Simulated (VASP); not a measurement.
# RbCu2 (Fm-3m) in VASP: a series of runs

RbCu2 is run at these levels: PBE; tasks: single point, relaxation of cell and atoms.

Program: VASP 6.6.1. These are calculated values, not measurements. Logs are shortened: lines on timing, memory, paths and dates and some standing lists are left out, and cuts for length are marked.

### Step 1. The cell of the first run

It takes space group Fm-3m (No. 225, cubic). The conventional cell has a = 6.389 Å, b = 6.389 Å, c = 6.389 Å, α = 90.00°, β = 90.00°, γ = 90.00°. Within 3.6 Å of Rb (site symmetry m-3m) lie 8 Cu at 2.77 Å. Cu (site symmetry -43m) has 4 Rb at 2.77 Å and 6 Cu at 3.19 Å within 3.6 Å.

### Step 2. Single point, PBE

The input, INCAR:

```
SYSTEM = RbCu2
  ALGO = Fast
  EDIFF = 1E-6
  ENCUT = 520
  GGA = PE
  ISIF = 2
  ISMEAR = 0
  LASPH = .TRUE.
  LCHARG = .FALSE.
  LREAL = .FALSE.
  LWAVE = .FALSE.
  NBANDS = 22
  NELM = 80
  PREC = Accurate
  SIGMA = 0.1
```

The input, KPOINTS:

```
k-points
0
G
  6 6 6
  0 0 0
```

The input, POSCAR:

```
RbCu2
1.0
    0.0000000000      3.1944473040      3.1944473040
    3.1944473040      0.0000000000      3.1944473040
    3.1944473040      3.1944473040      0.0000000000
Rb Cu
1 2
Direct
    0.0000000000      0.0000000000      0.0000000000
    0.2500000000      0.2500000000      0.2500000000
    0.7500000000      0.7500000000      0.7500000000
```

Potentials or basis: VASP PAW PBE potentials, release 64 (Rb_sv, Cu).

On the command line:

```sh
cat potpaw_PBE.64/Rb_sv/POTCAR potpaw_PBE.64/Cu/POTCAR > POTCAR
mpirun -np 1 vasp_std > vasp.out
```

OUTCAR:

```text
SYSTEM = RbCu2
   EDIFF = 1E-6
   ENCUT = 520
   GGA = PE
   ISIF = 2
   ISMEAR = 0
   LASPH = .TRUE.
   LREAL = .FALSE.
   NELM = 80
   PREC = Accurate

 ion  position               nearest neighbor table
   1  0.000  0.000  0.000-   3 2.77   3 2.77   3 2.77   2 2.77   2 2.77   2 2.77   3 2.77   2 2.77

   2  0.250  0.250  0.250-   1 2.77   1 2.77   1 2.77   1 2.77
   3  0.750  0.750  0.750-   1 2.77   1 2.77   1 2.77   1 2.77

  LATTYP: Found a face centered cubic cell.
 ALAT       =     6.3888946080

  Lattice vectors:

 A1 = (   0.0000000000,   3.1944473040,   3.1944473040)
 A2 = (   3.1944473040,   0.0000000000,   3.1944473040)
 A3 = (   3.1944473040,   3.1944473040,   0.0000000000)

Analysis of symmetry for initial positions (statically):
=====================================================================
 Subroutine PRICEL returns:
 Original cell was already a primitive cell.

 Routine SETGRP: Setting up the symmetry group for a
 face centered cubic supercell.

 Subroutine GETGRP returns: Found 48 space group operations
 (whereof 48 operations were pure point group operations)
 out of a pool of 48 trial point group operations.

The static configuration has the point symmetry O_h .

Analysis of symmetry for dynamics (positions and initial velocities):
=====================================================================
 Subroutine PRICEL returns:
 Original cell was already a primitive cell.

 Routine SETGRP: Setting up the symmetry group for a
 face centered cubic supercell.

 Subroutine GETGRP returns: Found 48 space group operations
 (whereof 48 operations were pure point group operations)
 out of a pool of 48 trial point group operations.

The dynamic configuration has the point symmetry O_h .

 Subroutine INISYM returns: Found 48 space group operations
 (whereof 48 operations are pure point group operations),
 and found     1 'primitive' translations

----------------------------------------------------------------------------------------

                                     Primitive cell

  volume of cell :      65.1954

  direct lattice vectors                    reciprocal lattice vectors
     0.000000000  3.194447304  3.194447304    -0.156521599  0.156521599  0.156521599
     3.194447304  0.000000000  3.194447304     0.156521599 -0.156521599  0.156521599
     3.194447304  3.194447304  0.000000000     0.156521599  0.156521599 -0.156521599

  length of vectors
     4.517630702  4.517630702  4.517630702     0.271103362  0.271103362  0.271103362

  position of ions in fractional coordinates (direct lattice)
     0.000000000  0.000000000  0.000000000
     0.250000000  0.250000000  0.250000000
     0.750000000  0.750000000  0.750000000

  ion indices of the primitive-cell ions
   primitive index   ion index
                 1           1
                 2           2
                 3           3

----------------------------------------------------------------------------------------

 KPOINTS: k-points

Automatic generation of k-mesh.
 Grid dimensions read from file:
 generate k-points for:    6    6    6

 Generating k-lattice:

  Cartesian coordinates                     Fractional coordinates (reciprocal lattice)
    -0.026086933  0.026086933  0.026086933     0.166666667  0.000000000  0.000000000
     0.026086933 -0.026086933  0.026086933     0.000000000  0.166666667  0.000000000
     0.026086933  0.026086933 -0.026086933     0.000000000  0.000000000  0.166666667

  Length of vectors
     0.045183894  0.045183894  0.045183894

  Shift w.r.t. Gamma in fractional coordinates (k-lattice)
     0.000000000  0.000000000  0.000000000

 Subroutine IBZKPT returns following result:
 ===========================================

 Found     16 irreducible k-points:

 Following reciprocal coordinates:
            Coordinates               Weight
  0.000000  0.000000  0.000000      1.000000
  0.166667  0.000000  0.000000      8.000000
  0.333333  0.000000  0.000000      8.000000
  0.500000  0.000000  0.000000      4.000000
  0.166667  0.166667  0.000000      6.000000
  0.333333  0.166667  0.000000     24.000000
[... 8 lines left out ...]
 -0.333333  0.333333  0.166667     24.000000
 -0.333333  0.500000  0.166667     12.000000
   k-points           NKPTS =     16   k-points in BZ     NKDIM =     16   number of bands    NBANDS=     22
   number of dos      NEDOS =    301   number of ions     NIONS =      3
   total plane-waves  NPLWV =  46656
   dimension x,y,z NGX =    36 NGY =   36 NGZ =   36
   dimension x,y,z NGXF=    72 NGYF=   72 NGZF=   72
   ions per type =               1   2
   NGX,Y,Z   is equivalent  to a cutoff of  13.25, 13.25, 13.25 a.u.
   NGXF,Y,Z  is equivalent  to a cutoff of  26.50, 26.50, 26.50 a.u.
 SYSTEM =  RbCu2
   PREC   = accura    normal or accurate (medium, high low for compatibility)
   ISTART =      0    job   : 0-new  1-cont  2-samecut
   ICHARG =      2    charge: 1-file 2-atom 10-const
[... 131 lines left out ...]
[... 14 lines left out ...]
     21      10.4473      0.00000
     22      11.2800      0.00000

 k-point     7 :       0.5000    0.1667    0.0000
  band No.  band energies     occupation
      1     -23.8336      2.00000
      2      -8.6212      2.00000
      3      -8.3093      2.00000
      4      -8.2491      2.00000
      5       0.3667      2.00000
      6       0.4079      2.00000
[... 14 lines left out ...]
     21      10.1014      0.00000
     22      10.2989      0.00000

 k-point     8 :      -0.3333    0.1667    0.0000
  band No.  band energies     occupation
      1     -23.8362      2.00000
      2      -8.5845      2.00000
      3      -8.3238      2.00000
      4      -8.2290      2.00000
      5       0.2211      2.00000
      6       0.3682      2.00000
[... 14 lines left out ...]
     21      10.2130      0.00000
     22      10.7818      0.00000

 k-point     9 :      -0.1667    0.1667    0.0000
  band No.  band energies     occupation
      1     -23.8489      2.00000
      2      -8.4427      2.00000
      3      -8.2650      2.00000
      4      -8.2028      2.00000
      5      -0.3854      2.00000
      6       0.2352      2.00000
[... 14 lines left out ...]
     21      10.0224      0.00000
     22      11.5095      0.00000

 k-point    10 :       0.3333    0.3333    0.0000
  band No.  band energies     occupation
      1     -23.8362      2.00000
      2      -8.5760      2.00000
      3      -8.2784      2.00000
      4      -8.2784      2.00000
      5       0.2390      2.00000
      6       0.2611      2.00000
[... 14 lines left out ...]
     21      11.2924      0.00000
     22      11.5133      0.00000

 k-point    11 :       0.5000    0.3333    0.0000
  band No.  band energies     occupation
      1     -23.8286      2.00000
      2      -8.6207      2.00000
      3      -8.3544      2.00000
      4      -8.2889      2.00000
      5       0.1589      2.00000
      6       0.2722      2.00000
[... 14 lines left out ...]
     21      10.2004      0.00000
     22      10.9453      0.00000

 k-point    12 :      -0.3333    0.3333    0.0000
  band No.  band energies     occupation
      1     -23.8285      2.00000
      2      -8.5156      2.00000
      3      -8.4912      2.00000
      4      -8.2645      2.00000
      5       0.1529      2.00000
      6       0.3373      2.00000
[... 14 lines left out ...]
     21      10.8416      0.00000
     22      11.5107      0.00000

 k-point    13 :       0.5000    0.5000    0.0000
  band No.  band energies     occupation
      1     -23.8261      2.00000
      2      -8.6811      2.00000
      3      -8.3086      2.00000
      4      -8.3086      2.00000
      5       0.0577      2.00000
      6       0.2104      2.00000
[... 14 lines left out ...]
     21      10.1779      0.00000
     22      10.2160      0.00000

 k-point    14 :       0.5000    0.3333    0.1667
  band No.  band energies     occupation
      1     -23.8336      2.00000
      2      -8.5612      2.00000
      3      -8.3591      2.00000
      4      -8.2623      2.00000
      5       0.2515      2.00000
      6       0.3341      2.00000
[... 14 lines left out ...]
     21      10.8112      0.00000
     22      11.4667      0.00000

 k-point    15 :      -0.3333    0.3333    0.1667
  band No.  band energies     occupation
      1     -23.8285      2.00000
      2      -8.5551      2.00000
      3      -8.4349      2.00000
      4      -8.2815      2.00000
      5       0.2652      2.00000
      6       0.2656      2.00000
[... 14 lines left out ...]
     21      10.4193      0.00000
     22      11.4898      0.00000

 k-point    16 :      -0.3333    0.5000    0.1667
  band No.  band energies     occupation
      1     -23.8260      2.00000
      2      -8.5916      2.00000
      3      -8.4055      2.00000
      4      -8.3138      2.00000
      5       0.1382      2.00000
      6       0.2819      2.00000
[... 14 lines left out ...]
     21      10.2941      0.00000
     22      10.6366      0.00000

------------------------ aborting loop because EDIFF is reached ----------------------------------------

  FORCE on cell =-STRESS in cart. coord.  units (eV):
  Direction    XX          YY          ZZ          XY          YZ          ZX
  --------------------------------------------------------------------------------------
  -------------------------------------------------------------------------------------
  Total        5.8409160      5.8409160      5.8409160      0.0000000      0.0000000      0.0000000
  in kB      143.5404706    143.5404706    143.5404706      0.0000000      0.0000000      0.0000000
  external PRESSURE =     143.5404706 kB  Pullay stress =       0.0000000 kB

 VOLUME and BASIS-vectors are now :
 -----------------------------------------------------------------------------
  energy-cutoff  :      520.00
  volume of cell :       65.20
      direct lattice vectors                 reciprocal lattice vectors
     0.000000000  3.194447304  3.194447304    -0.156521599  0.156521599  0.156521599
     3.194447304  0.000000000  3.194447304     0.156521599 -0.156521599  0.156521599
     3.194447304  3.194447304  0.000000000     0.156521599  0.156521599 -0.156521599

 POSITION                                       TOTAL-FORCE (eV/Angst)
 -----------------------------------------------------------------------------------
      0.00000      0.00000      0.00000        -0.000000     -0.000000     -0.000000
      1.59722      1.59722      1.59722         0.000000     -0.000000     -0.000000
      4.79167      4.79167      4.79167        -0.000000      0.000000      0.000000
 -----------------------------------------------------------------------------------
    total drift:                                0.000000      0.000000      0.000000

  FREE ENERGIE OF THE ION-ELECTRON SYSTEM (eV)
  ---------------------------------------------------
  free  energy   TOTEN  =        -3.4034360638 eV

  energy  without entropy=       -3.3806366151  energy(sigma->0) =       -3.39203634
```

Run time: 40 s. Hardware: 1 thread of AMD EPYC 7R13 (Zen 3), shared host; peak memory 0.18 GiB.

What came out:

- Free energy: -3.4034 eV
- Pressure: 14.4 GPa

Levels at points of the mesh, in eV from the Fermi level:
| k point | band 11 | band 12 | band 13 | band 14 | band 15 | band 16 | band 17 | band 18 | band 19 | band 20 |
| --- | --- | --- | --- | --- | --- | --- | --- | --- | --- | --- |
| (0.00, 0.00, 0.00) | -2.25 | -2.25 | -2.25 | -1.99 | -1.99 | 1.97 | 1.97 | 1.97 | 4.25 | 6.80 |
| (0.50, 0.00, 0.00) | -2.48 | -2.45 | -2.43 | -2.17 | -2.17 | -0.45 | 2.87 | 2.87 | 5.49 | 6.36 |
| (0.50, 0.50, 0.00) | -2.33 | -2.33 | -2.19 | -2.00 | -0.40 | 0.07 | 0.07 | 3.63 | 3.63 | 7.03 |

### Step 3. Single point, PBE

This run uses another cell than the first one, of 36.43 Å³/atom, 1.676 times its volume.

The input, INCAR:

```
ALGO = Normal
EDIFF = 1E-7
ENCUT = 520
GGA = PE
ISIF = 2
ISMEAR = 0
LASPH = True
LCHARG = True
LELF = True
LREAL = False
LVHAR = True
LWAVE = False
NBANDS = 22
NELM = 100
PREC = Accurate
SIGMA = 0.1
```

The input, KPOINTS:

```
k-points
0
Gamma
  6 6 6
```

The input, POSCAR:

```
RbCu2
1.0
    0.0000000000      3.7947206386      3.7947206386
    3.7947206386      0.0000000000      3.7947206386
    3.7947206386      3.7947206386      0.0000000000
Rb Cu
1 2
Direct
    0.0000000000      0.0000000000      0.0000000000
    0.2500000000      0.2500000000      0.2500000000
    0.7500000000      0.7500000000      0.7500000000
```

Potentials or basis: VASP PAW PBE potentials, release 64 (Rb_sv, Cu).

On the command line:

```sh
cat potpaw_PBE.64/Rb_sv/POTCAR potpaw_PBE.64/Cu/POTCAR > POTCAR
mpirun -np 1 vasp_std > vasp.out
```

It took 45 s on 1 thread of AMD EPYC 7R13 (Zen 3), shared host; peak memory 0.21 GiB.

The run converged. Its results:

| Property | Result |
| --- | --- |
| Free energy | -4.7239 eV |
| Pressure | 0.3 GPa |

Levels at points of the mesh, in eV from the Fermi level:
```tsv
k point	band 12	band 13	band 14	band 15	band 16	band 17	band 18	band 19
(0.00, 0.00, 0.00)	-1.06	-1.06	-0.96	-0.96	2.25	2.77	2.77	2.77
(0.50, 0.00, 0.00)	-1.16	-1.13	-1.10	-1.10	-0.63	3.36	3.36	4.59
(0.50, 0.50, 0.00)	-1.11	-1.04	-0.96	-0.36	0.23	0.76	3.05	3.05
```

### Step 4. Relaxation of cell and atoms, PBE

The input, INCAR:

```
SYSTEM = RbCu2
  ALGO = Normal
  EDIFF = 1E-7
  EDIFFG = -0.04
  ENCUT = 600
  GGA = PE
  IBRION = 2
  ISIF = 3
  ISMEAR = 0
  LASPH = .TRUE.
  LCHARG = .FALSE.
  LREAL = .FALSE.
  LWAVE = .FALSE.
  NELM = 60
  NSW = 90
  PREC = Accurate
  SIGMA = 0.1
```

The input, KPOINTS:

```
k-points
0
G
  6 6 6
  0 0 0
```

The input, POSCAR:

```
RbCu2
1.0
    0.0000000000      3.1944473040      3.1944473040
    3.1944473040      0.0000000000      3.1944473040
    3.1944473040      3.1944473040      0.0000000000
Rb Cu
1 2
Direct
    0.0000000000      0.0000000000      0.0000000000
    0.2500000000      0.2500000000      0.2500000000
    0.7500000000      0.7500000000      0.7500000000
```

On the command line:

```sh
cat potpaw_PBE.64/Rb_sv/POTCAR potpaw_PBE.64/Cu/POTCAR > POTCAR
mpirun -np 1 vasp_std > vasp.out
```

Wall time 2.6 min (1 thread of AMD EPYC 7R13 (Zen 3), shared host); peak memory 0.19 GiB.

The run converged. Its results:

```yaml
Free_energy: -4.6986 eV
Relaxed_volume: 36.78 Å³/atom
Relaxed_cell: a = 5.384 Å, b = 5.384 Å, c = 5.384 Å, α = 60.00°, β = 60.00°, γ = 60.00°
Space_group_after_relaxing_to_0.05_Å: Fm-3m (No. 225)
Energy_gained_by_relaxing: 431.7 meV/atom
Ionic_steps: 6
Pressure_after_relaxing: 0.0 GPa
```

The path:
| step | energy change (eV) | largest force (eV/Å) | pressure (GPa) | volume (Å³) |
| --- | --- | --- | --- | --- |
| 1 | 0.0000 | 0.0000 | 14.31 | 65.20 |
| 2 | -1.0440 | 0.0000 | 4.12 | 85.28 |
| 3 | -1.2597 | 0.0000 | 1.20 | 99.21 |
| 4 | -1.2103 | 0.0000 | -1.02 | 131.47 |
| 5 | -1.2918 | 0.0000 | -0.29 | 113.62 |
| 6 | -1.2952 | 0.0000 | -0.03 | 110.34 |

Final structure:
```
CELL_PARAMETERS angstrom
0.00000 3.80692 3.80692
3.80692 0.00000 3.80692
3.80692 3.80692 0.00000
ATOMIC_POSITIONS crystal
Rb 0.00000 0.00000 0.00000
Cu 0.25000 0.25000 0.25000
Cu 0.75000 0.75000 0.75000
```

Levels at points of the mesh, in eV from the Fermi level:
```
           k point  band 11  band 12  band 13  band 14  band 15  band 16  band 17  band 18  band 19
(0.00, 0.00, 0.00)    -1.05    -1.05    -1.05    -0.94    -0.94     2.22     2.78     2.78     2.78
(0.50, 0.00, 0.00)    -1.14    -1.14    -1.12    -1.08    -1.08    -0.62     3.37     3.37     4.57
(0.50, 0.50, 0.00)    -1.10    -1.10    -1.03    -0.95    -0.36     0.22     0.78     3.04     3.04
```

Caveat: the volume moved by over 15 % at a fixed basis, so the end points are rough.

### Step 5. Single point, PBE

This run uses another cell than the first one, of 37.31 Å³/atom, 1.717 times its volume.

The input, INCAR:

```
SYSTEM = RbCu2
ALGO = Fast
EDIFF = 1E-7
ENCUT = 520
GGA = PE
ISIF = 2
ISMEAR = 0
LASPH = .TRUE.
LCHARG = .FALSE.
LREAL = .FALSE.
LWAVE = .FALSE.
NBANDS = 22
NELM = 100
PREC = Accurate
SIGMA = 0.1
```

The input, KPOINTS:

```
k-points
0
G
  10 10 10
  0 0 0
```

The input, POSCAR:

```
RbCu2
1.0
    0.0000000000      3.8249318816      3.8249318816
    3.8249318816      0.0000000000      3.8249318816
    3.8249318816      3.8249318816      0.0000000000
Rb Cu
1 2
Direct
    0.0000000000      0.0000000000      0.0000000000
    0.2500000000      0.2500000000      0.2500000000
    0.7500000000      0.7500000000      0.7500000000
```

On the command line:

```sh
cat potpaw_PBE.64/Rb_sv/POTCAR potpaw_PBE.64/Cu/POTCAR > POTCAR
mpirun -np 1 vasp_std > vasp.out
```

It took 3.3 min on 1 thread of AMD EPYC 7R13 (Zen 3), shared host; peak memory 0.27 GiB.

The run converged. Its results:

```yaml
Free_energy: -4.7261 eV
Pressure: 0.0 GPa
```

Levels at points of the mesh, in eV from the Fermi level:
```tsv
k point	band 11	band 12	band 13	band 14	band 15	band 16	band 17	band 18	band 19	band 20
(0.00, 0.00, 0.00)	-1.00	-1.00	-1.00	-0.90	-0.90	2.20	2.82	2.82	2.82	6.34
(0.50, 0.00, 0.00)	-1.10	-1.10	-1.07	-1.04	-1.04	-0.60	3.39	3.39	4.57	4.74
(0.50, 0.50, 0.00)	-1.05	-1.05	-0.98	-0.90	-0.34	0.25	0.83	3.05	3.05	5.56
```

### Step 6. Summary

| task | cell | k mesh | cutoff (eV) | gap on the mesh (eV) | pressure (GPa) |
| --- | --- | --- | --- | --- | --- |
| single point | a = 4.518 Å, angles 60.0°, 3 atoms | 6 × 6 × 6 | 520 | none | 14.4 |
| single point | a = 5.367 Å, angles 60.0°, 3 atoms | 6 × 6 × 6 | 520 | none | 0.3 |
| relaxation of cell and atoms | relaxed from a = 4.518 Å, angles 60.0°, 3 atoms | 6 × 6 × 6 | 600 | none | 0.0 |
| single point | a = 5.409 Å, angles 60.0°, 3 atoms | 10 × 10 × 10 | 520 | none | 0.0 |

Alike in all rows: level PBE; potentials or basis VASP PAW PBE potentials, release 64 (Rb_sv, Cu); no spin polarisation; smearing gaussian 0.1 eV.

Caveats: the volume moved by over 15 % at a fixed basis, so the end points are rough (some runs).

Total energies depend on the potentials used, so only differences within one code and one set of settings carry meaning.
